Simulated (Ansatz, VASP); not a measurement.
**One calculation of Zr, two programs**

```xyz
1
Lattice="-1.5891 1.8972 1.8989 1.5891 -1.8972 1.8989 1.5891 1.8972 -1.8989" Properties=species:S:1:pos:R:3 pbc="T T T"
Zr    0.0000    0.0000    1.8989
```

Alike in both runs: functional PBE; k mesh 22 × 22 × 22; occupations gaussian, width 0.1 eV; no spin polarisation.

Ansatz relaxed the structure, and its values are those at the end. VASP's run is a single point on that final structure, the one shown.

```csv
,VASP,Ansatz
version,VASP 6.6.1,Ansatz 0.2.0
potentials or method,"VASP PAW PBE potentials, release 64 (Zr_sv), cutoff 500 eV","scalar-relativistic, plane waves, PAW"
valence electrons in the cell,12,12
```

```csv
,VASP,Ansatz,Ansatz less VASP
gap on the k mesh at the Fermi level (eV),none,none,-
pressure (GPa),0.1,0.0,-0.05
```

A gap of «none» marks a metal or a gap that the smearing closes.
